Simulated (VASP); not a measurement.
# HfBe2Si2 (P-3m1) in VASP: a series of runs

The runs below take HfBe2Si2 through single point, relaxation of cell and atoms, with PBE.

Everything below comes from runs of VASP 6.6.1. Logs are shortened: lines on timing, memory, paths and dates and some standing lists are left out, and cuts for length are marked.

**1. The cell of the first run**

It takes space group P-3m1 (No. 164, trigonal). Conventional cell: a = 3.441 Å, b = 3.441 Å, c = 5.697 Å, α = 90.00°, β = 90.00°, γ = 120.00°. Hf (site symmetry -3m) has 6 Si at 2.46 Å and 6 Be at 2.92 Å within 3.2 Å. Be (site symmetry 3m) has 4 Si at 2.11 Å and 3 Be at 2.43 Å within 2.8 Å. Within 2.8 Å of Si (site symmetry 3m) lie 4 Be at 2.11 Å and 3 Hf at 2.46 Å.

The cell was generated, and may not be a known phase.

**2. Single point, PBE**

Input file INCAR:

```
  PREC = Accurate
  ENCUT = 520
  EDIFF = 1E-7
  ISMEAR = 0
  SIGMA = 0.1
  LREAL = F
  LASPH = T
  NELM = 80
  ALGO = Fast
  ISIF = 2
  LWAVE = F
  LCHARG = F
  GGA = PE
  NBANDS = 19
```

Input file KPOINTS:

```
regular mesh
0
Gamma
  6 6 4
```

Input file POSCAR:

```
HfBe2Si2
1.0
    3.4410623200      0.0000000000      0.0000000000
   -1.7205311600      2.9800473800      0.0000000000
    0.0000000000      0.0000000000      5.6969666000
Hf Be Si
1 2 2
Direct
    0.0000000000      0.0000000000      0.0000000000
    0.3333333300      0.6666666700      0.3764900000
    0.6666666700      0.3333333300      0.6235100000
    0.3333333300      0.6666666700      0.7462999800
    0.6666666700      0.3333333300      0.2537000200
```

Potentials or basis: VASP PAW PBE potentials, release 64 (Hf_pv, Be, Si).

Command:

```
$ cat potpaw_PBE.64/Hf_pv/POTCAR potpaw_PBE.64/Be/POTCAR potpaw_PBE.64/Si/POTCAR > POTCAR
$ mpirun -np 1 vasp_std > vasp.out
```

OUTCAR:

```text
PREC = Accurate
   ENCUT = 520
   EDIFF = 1E-7
   ISMEAR = 0
   LREAL = F
   LASPH = T
   NELM = 80
   ISIF = 2
   GGA = PE

 ion  position               nearest neighbor table
   1  0.000  0.000  0.000-   4 2.46   5 2.46   4 2.46   5 2.46   5 2.46   4 2.46   2 2.92   3 2.92
                             2 2.92   3 2.92   2 2.92   3 2.92
   2  0.333  0.667  0.376-   5 2.11   5 2.11   5 2.11   4 2.11   1 2.92   1 2.92   1 2.92
   3  0.667  0.333  0.624-   4 2.11   4 2.11   4 2.11   5 2.11   1 2.92   1 2.92   1 2.92
   4  0.333  0.667  0.746-   3 2.11   3 2.11   3 2.11   2 2.11   1 2.46   1 2.46   1 2.46
   5  0.667  0.333  0.254-   2 2.11   2 2.11   2 2.11   3 2.11   1 2.46   1 2.46   1 2.46

  LATTYP: Found a hexagonal cell.
 ALAT       =     3.4410623200
 C/A-ratio  =     1.6555836745

  Lattice vectors:

 A1 = (   3.4410623200,   0.0000000000,   0.0000000000)
 A2 = (  -1.7205311600,   2.9800473800,   0.0000000000)
 A3 = (   0.0000000000,   0.0000000000,   5.6969666000)

Analysis of symmetry for initial positions (statically):
=====================================================================
 Subroutine PRICEL returns:
 Original cell was already a primitive cell.

 Routine SETGRP: Setting up the symmetry group for a
 hexagonal supercell.

 Subroutine GETGRP returns: Found 12 space group operations
 (whereof 12 operations were pure point group operations)
 out of a pool of 24 trial point group operations.

The static configuration has the point symmetry D_3d.

Analysis of symmetry for dynamics (positions and initial velocities):
=====================================================================
 Subroutine PRICEL returns:
 Original cell was already a primitive cell.

 Routine SETGRP: Setting up the symmetry group for a
 hexagonal supercell.

 Subroutine GETGRP returns: Found 12 space group operations
 (whereof 12 operations were pure point group operations)
 out of a pool of 24 trial point group operations.

The dynamic configuration has the point symmetry D_3d.

 Subroutine INISYM returns: Found 12 space group operations
 (whereof 12 operations are pure point group operations),
 and found     1 'primitive' translations

----------------------------------------------------------------------------------------

                                     Primitive cell

  volume of cell :      58.4197

  direct lattice vectors                    reciprocal lattice vectors
     3.441062320  0.000000000  0.000000000     0.290607931  0.167782567  0.000000000
    -1.720531160  2.980047380  0.000000000     0.000000000  0.335565135  0.000000000
     0.000000000  0.000000000  5.696966600     0.000000000  0.000000000  0.175532010

  length of vectors
     3.441062320  3.441062316  5.696966600     0.335565134  0.335565135  0.175532010

  position of ions in fractional coordinates (direct lattice)
     0.000000000  0.000000000  0.000000000
     0.333333330  0.666666670  0.376490000
     0.666666670  0.333333330  0.623510000
     0.333333330  0.666666670  0.746299980
     0.666666670  0.333333330  0.253700020

  ion indices of the primitive-cell ions
   primitive index   ion index
                 1           1
                 2           2
                 3           3
                 4           4
                 5           5

----------------------------------------------------------------------------------------

 KPOINTS: regular mesh

Automatic generation of k-mesh.
 Grid dimensions read from file:
 generate k-points for:    6    6    4

 Generating k-lattice:

  Cartesian coordinates                     Fractional coordinates (reciprocal lattice)
     0.048434655  0.027963761  0.000000000     0.166666667  0.000000000  0.000000000
     0.000000000  0.055927522  0.000000000     0.000000000  0.166666667  0.000000000
     0.000000000  0.000000000  0.043883003     0.000000000  0.000000000  0.250000000

  Length of vectors
     0.055927522  0.055927522  0.043883003

  Shift w.r.t. Gamma in fractional coordinates (k-lattice)
     0.000000000  0.000000000  0.000000000

 Subroutine IBZKPT returns following result:
 ===========================================

 Found     24 irreducible k-points:

 Following reciprocal coordinates:
            Coordinates               Weight
  0.000000  0.000000  0.000000      1.000000
  0.166667 -0.000000  0.000000      6.000000
  0.333333 -0.000000  0.000000      6.000000
  0.500000 -0.000000  0.000000      3.000000
  0.166667  0.166667  0.000000      6.000000
  0.333333  0.166667  0.000000     12.000000
[... 16 lines left out ...]
  0.333333  0.166667  0.500000     12.000000
  0.333333  0.333333  0.500000      2.000000
   k-points           NKPTS =     24   k-points in BZ     NKDIM =     24   number of bands    NBANDS=     19
   number of dos      NEDOS =    301   number of ions     NIONS =      5
   total plane-waves  NPLWV =  32928
   dimension x,y,z NGX =    28 NGY =   28 NGZ =   42
   dimension x,y,z NGXF=    56 NGYF=   56 NGZF=   84
   ions per type =               1   2   2
   NGX,Y,Z   is equivalent  to a cutoff of  13.53, 13.53, 12.26 a.u.
   NGXF,Y,Z  is equivalent  to a cutoff of  27.05, 27.05, 24.51 a.u.
 SYSTEM =  unknown system
   PREC   = accura    normal or accurate (medium, high low for compatibility)
   ISTART =      0    job   : 0-new  1-cont  2-samecut
   ICHARG =      2    charge: 1-file 2-atom 10-const
   ISPIN  =      1    spin polarized calculation?
   LNONCOLLINEAR =      F non collinear calculations
   LSORBIT =      F    spin-orbit coupling
   LASPH  =      T    aspherical Exc in radial PAW
   ENCUT  =  520.0 eV  38.22 Ry    6.18 a.u.   6.40  6.40 10.59*2*pi/ulx,y,z
   NELM   =     80;   NELMIN=  2; NELMDL= -5     # of ELM steps
   EDIFF  = 0.1E-06   stopping-criterion for ELM
   LREAL  =      F    real-space projection
   EDIFFG = 0.1E-05   stopping-criterion for IOM
   NSW    =      0    number of steps for IOM
   IBRION =     -1    ionic relax: 0-MD 1-quasi-New 2-CG
   NFREE  =      0    steps in history (QN), initial steepest desc. (CG)
   ISIF   =      2    stress and relaxation
   ISYM   =      2    0-nonsym 1-usesym 2-fastsym
   POTIM  = 0.5000    time-step for ionic-motion
   TEBEG  =    0.0;   TEEND  =   0.0 temperature during run
   PSTRESS=    0.0 pullay stress
   NELECT =      22.0000    total number of electrons
   NUPDOWN=      -1.0000    fix difference up-down
   EMIN   =  10.00;   EMAX   =-10.00  energy-range for DOS
   EFERMI =   0.00;   METHOD = LEGACY
   ISMEAR =     0;   SIGMA  =   0.10  broadening in eV -4-tet -1-fermi 0-gaus
   EFERMI_NEDOS =   21; number of points for ismear=-14 and -15
   IALGO  =     68    algorithm
   IMIX   =      4    mixing-type and parameters
     AMIX     =   0.40;   BMIX     =  1.00
     AMIX_MAG =   1.60;   BMIX_MAG =  1.00
  volume/ion in A,a.u.               =      11.68        78.85
  Fermi-wavevector in a.u.,A,eV,Ry     =   1.182214  2.234060 19.015895  1.397629
  Thomas-Fermi vector in A             =   2.318472
   LORBIT       =      0    0 simple, 1 ext, 2 COOP (PROOUT), +10 PAW based schemes
   GGA     = PE    functional components
   LHFCALC =     F    Hartree Fock is set to
   AEXX    =    0.0000 exact exchange contribution
   IVDW    =     0    specifies the selected vdW correction
   LEPSILON=     F    determine dielectric tensor
   LRPA    =     F    only Hartree local field effects (RPA)
 non-spin polarized calculation
 RMM-DIIS sequential band-by-band and
 Gauss-broadening in eV      SIGMA  =   0.10
  energy-cutoff  :      520.00
  volume of cell :       58.42
 maximum number of plane-waves:      1590
 NGX is ok and might be reduce to    28
   NGX = 13   NGY = 13   NGZ = 21

 number of electron      22.0000001 magnetization

 Free energy of the ion-electron system (eV)
  ---------------------------------------------------
  ext. energy  EPLUGINS =         0.00000000
  ---------------------------------------------------
  free energy    TOTEN  =       -27.05451492 eV

  energy without entropy =      -27.04714728  energy(sigma->0) =      -27.05083110

 E-fermi :   8.4125     XC(G=0): -11.5116

 val. band max:        8.4031266617   @ k =   0.1667  -0.0000   0.0000
 cond. band min:       8.4625439572   @ k =   0.5000  -0.0000   0.5000
 fundamental gap:      0.0594172955
 Fermi energy:         8.4124689409

 k-point     1 :       0.0000    0.0000    0.0000
  band No.  band energies     occupation
      1     -21.7467      2.00000
      2     -21.5032      2.00000
      3     -21.5032      2.00000
      4      -3.9290      2.00000
      5      -0.0894      2.00000
      6       1.1340      2.00000
[... 11 lines left out ...]
     18      12.4280      0.00000
     19      12.8293      0.00000

 k-point     2 :       0.1667   -0.0000    0.0000
  band No.  band energies     occupation
      1     -21.7292      2.00000
      2     -21.5990      2.00000
      3     -21.5250      2.00000
      4      -3.4549      2.00000
      5       0.0132      2.00000
      6       1.6798      2.00000
[... 11 lines left out ...]
     18      14.1844      0.00000
     19      14.6186      0.00000

 k-point     3 :       0.3333   -0.0000    0.0000
  band No.  band energies     occupation
      1     -21.7848      2.00000
      2     -21.6937      2.00000
      3     -21.5682      2.00000
      4      -2.1710      2.00000
      5       0.1827      2.00000
      6       2.7559      2.00000
[... 11 lines left out ...]
     18      15.3047      0.00000
     19      15.7332      0.00000

 k-point     4 :       0.5000   -0.0000    0.0000
  band No.  band energies     occupation
      1     -21.8747      2.00000
      2     -21.6760      2.00000
      3     -21.5897      2.00000
      4      -0.5519      2.00000
      5      -0.4518      2.00000
      6       1.7673      2.00000
[... 11 lines left out ...]
     18      14.6676      0.00000
     19      14.7772      0.00000

 k-point     5 :       0.1667    0.1667    0.0000
  band No.  band energies     occupation
      1     -21.7212      2.00000
      2     -21.7028      2.00000
      3     -21.5758      2.00000
      4      -2.5728      2.00000
      5       0.1823      2.00000
      6       2.6775      2.00000
[... 11 lines left out ...]
     18      15.7430      0.00000
     19      15.9272      0.00000

 k-point     6 :       0.3333    0.1667    0.0000
  band No.  band energies     occupation
      1     -21.8276      2.00000
      2     -21.6762      2.00000
      3     -21.6390      2.00000
      4      -1.0498      2.00000
      5       0.1967      2.00000
      6       2.3764      2.00000
[... 11 lines left out ...]
     18      15.1346      0.00000
     19      15.7848      0.00000

 k-point     7 :       0.3333    0.3333    0.0000
  band No.  band energies     occupation
      1     -21.7623      2.00000
      2     -21.7623      2.00000
      3     -21.6674      2.00000
      4       0.0941      2.00000
      5       0.0941      2.00000
      6       2.2768      2.00000
[... 11 lines left out ...]
     18      16.7886      0.00000
     19      16.7887      0.00000

 k-point     8 :       0.0000    0.0000    0.2500
  band No.  band energies     occupation
      1     -21.7472      2.00000
      2     -21.5032      2.00000
      3     -21.5032      2.00000
      4      -3.6276      2.00000
      5      -1.3917      2.00000
      6       2.7341      2.00000
[... 256 lines left out ...]
 k-point    20 :       0.3333   -0.0000    0.5000
  band No.  band energies     occupation
      1     -21.7847      2.00000
      2     -21.6944      2.00000
      3     -21.5682      2.00000
      4      -1.6589      2.00000
      5      -0.7985      2.00000
      6       3.0518      2.00000
[... 11 lines left out ...]
     18      15.5096      0.00000
     19      16.8331      0.00000

 k-point    21 :       0.5000   -0.0000    0.5000
  band No.  band energies     occupation
      1     -21.8746      2.00000
      2     -21.6766      2.00000
      3     -21.5896      2.00000
      4      -0.9705      2.00000
      5       0.4171      2.00000
      6       1.7754      2.00000
[... 11 lines left out ...]
     18      13.7851      0.00000
     19      17.1872      0.00000

 k-point    22 :       0.1667    0.1667    0.5000
  band No.  band energies     occupation
      1     -21.7211      2.00000
      2     -21.7036      2.00000
      3     -21.5758      2.00000
      4      -1.8947      2.00000
      5      -1.2271      2.00000
      6       4.0116      2.00000
[... 11 lines left out ...]
     18      14.2413      0.00000
     19      16.7580      0.00000

 k-point    23 :       0.3333    0.1667    0.5000
  band No.  band energies     occupation
      1     -21.8275      2.00000
      2     -21.6768      2.00000
      3     -21.6389      2.00000
      4      -0.9473      2.00000
      5       0.1499      2.00000
      6       2.3905      2.00000
[... 11 lines left out ...]
     18      15.1585      0.00000
     19      16.3081      0.00000

 k-point    24 :       0.3333    0.3333    0.5000
  band No.  band energies     occupation
      1     -21.7622      2.00000
      2     -21.7622      2.00000
      3     -21.6679      2.00000
      4       0.0147      2.00000
      5       0.0147      2.00000
      6       3.0288      2.00000
[... 11 lines left out ...]
     18      16.0028      0.00000
     19      16.7472      0.00000

------------------------ aborting loop because EDIFF is reached ----------------------------------------

  FORCE on cell =-STRESS in cart. coord.  units (eV):
  Direction    XX          YY          ZZ          XY          YZ          ZX
  --------------------------------------------------------------------------------------
  -------------------------------------------------------------------------------------
  Total       16.1659288     16.1659287     15.9503459      0.0000000      0.0000000     -0.0000000
  in kB      443.3552585    443.3552569    437.4428350      0.0000000      0.0000000     -0.0000000
  external PRESSURE =     441.3844501 kB  Pullay stress =       0.0000000 kB

 VOLUME and BASIS-vectors are now :
 -----------------------------------------------------------------------------
  energy-cutoff  :      520.00
  volume of cell :       58.42
      direct lattice vectors                 reciprocal lattice vectors
     3.441062320  0.000000000  0.000000000     0.290607931  0.167782567  0.000000000
    -1.720531160  2.980047380  0.000000000     0.000000000  0.335565135  0.000000000
     0.000000000  0.000000000  5.696966600     0.000000000  0.000000000  0.175532010

 POSITION                                       TOTAL-FORCE (eV/Angst)
 -----------------------------------------------------------------------------------
      0.00000      0.00000      0.00000         0.000000      0.000000      0.000000
     -0.00000      1.98670      2.14485         0.000000     -0.000000     -0.680515
      1.72053      0.99335      3.55212        -0.000000      0.000000      0.680515
     -0.00000      1.98670      4.25165        -0.000000      0.000000     -1.616134
      1.72053      0.99335      1.44532         0.000000      0.000000      1.616134
 -----------------------------------------------------------------------------------
    total drift:                                0.000000      0.000000     -0.000000

  FREE ENERGIE OF THE ION-ELECTRON SYSTEM (eV)
  ---------------------------------------------------
  free  energy   TOTEN  =       -27.0545149194 eV

  energy  without entropy=      -27.0471472784  energy(sigma->0) =      -27.05083110
```

It took 26 s on 1 thread of Intel Xeon Platinum 8559C (Emerald Rapids), shared host; peak memory 0.19 GiB.

What came out:

- Free energy: -27.0545 eV
- Pressure: 44.1 GPa
- Largest force: 1.616 eV/Å
- Band gap on the k mesh: zero (bands 11 and 12 overlap by 0.85 eV)

Forces in eV/Å, atoms in the order of the input:
```
Hf   0.000  0.000  0.000
Be   0.000  0.000 -0.681
Be   0.000  0.000  0.681
Si   0.000  0.000 -1.616
Si   0.000  0.000  1.616
```

Caveat: the cell stands under pressure; spin-orbit coupling is left out, which moves the levels of the heavy elements; forces of over 1 eV/Å act on the atoms, so gaps and moduli don't describe the material at rest.

**3. Single point, PBE**

This run uses another cell than the first one, of 14.57 Å³/atom.

Input file INCAR:

```
  ALGO = Normal
  EDIFF = 1E-6
  ENCUT = 520
  GGA = PE
  ISIF = 2
  ISMEAR = 0
  LASPH = True
  LCHARG = False
  LREAL = False
  LWAVE = False
  NBANDS = 19
  NELM = 100
  PREC = Accurate
  SIGMA = 0.1
```

Input file KPOINTS:

```
k-points
0
Gamma
  6 6 4
```

Input file POSCAR:

```
HfBe2Si2
1.0
    3.7887027058      0.0000000000      0.0000000000
   -1.8943513529      3.2811127906      0.0000000000
    0.0000000000      0.0000000000      5.8586929976
Hf Be Si
1 2 2
Direct
    0.0000000000      0.0000000000      0.0000000000
    0.3333333333      0.6666666667      0.3008405580
    0.6666666667      0.3333333333      0.6991594420
    0.3333333333      0.6666666667      0.7109025607
    0.6666666667      0.3333333333      0.2890974393
```

Potentials or basis: VASP PAW PBE potentials, release 64 (Hf_pv, Be, Si).

Command:

```
$ cat potpaw_PBE.64/Hf_pv/POTCAR potpaw_PBE.64/Be/POTCAR potpaw_PBE.64/Si/POTCAR > POTCAR
$ mpirun -np 1 vasp_std > vasp.out
```

Wall time 28 s (1 thread of Intel Xeon Platinum 8559C (Emerald Rapids), shared host); peak memory 0.19 GiB.

Results (log left out):

```
Free energy            : -29.2649 eV
Pressure               : -0.1 GPa
Largest force          : 0.015 eV/Å
Band gap on the k mesh : zero (bands 11 and 12 overlap by 1.32 eV)
```

Forces in eV/Å, atoms in the order of the input:
```
Hf   0.000  0.000  0.000
Be   0.000  0.000  0.015
Be   0.000  0.000 -0.015
Si   0.000  0.000 -0.007
Si   0.000  0.000  0.007
```

Levels at points of the mesh, in eV from the Fermi level:
```csv
k point,band 9,band 10,band 11,band 12,band 13,band 14
"(0.00, 0.00, 0.00)",0.43,0.43,0.85,0.98,0.98,2.47
"(0.50, 0.00, 0.00)",-2.95,-2.57,-2.20,-0.47,3.03,3.35
"(0.00, 0.00, 0.50)",-1.63,-0.68,-0.68,0.14,0.14,2.26
"(0.50, 0.00, 0.50)",-2.27,-1.28,-1.07,0.61,2.08,2.44
```

Caveat: spin-orbit coupling is left out, which moves the levels of the heavy elements.

(Part 1 of 2 ends here.)

The gap in the log of VASP goes by the Fermi energy; the results here count the filled bands.